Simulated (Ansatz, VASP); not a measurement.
**Zn in VASP and in Ansatz**

```
CELL_PARAMETERS angstrom
2.52259 0.00000 0.00000
0.00000 2.52259 0.00000
0.00000 0.00000 2.52259
ATOMIC_POSITIONS crystal
Zn 0.00000 0.00000 0.00000
```

Alike in both runs: functional LDA; k mesh 12 × 12 × 12; occupations fermi-dirac, width 0.1 eV; no spin polarisation.

Ansatz relaxed the structure, and its values are those at the end. VASP's run is a single point on that final structure, the one shown.

|  | VASP | Ansatz |
| --- | --- | --- |
| version | VASP 6.6.1 | Ansatz 0.2.0 |
| potentials or method | VASP PAW LDA potentials, release 64 (Zn), cutoff 500 eV | plane waves (420 eV) with PAW, scalar-relativistic |
| valence electrons in the cell | 12 | 12 |

```csv
,VASP,Ansatz,Ansatz less VASP
pressure (GPa),0.6,0.0,-0.58
```

Ansatz warns that its potentials were made for another functional, while VASP's fit it. LDA's correlation is that of Perdew and Zunger in VASP and of Perdew and Wang (1992) in Ansatz.
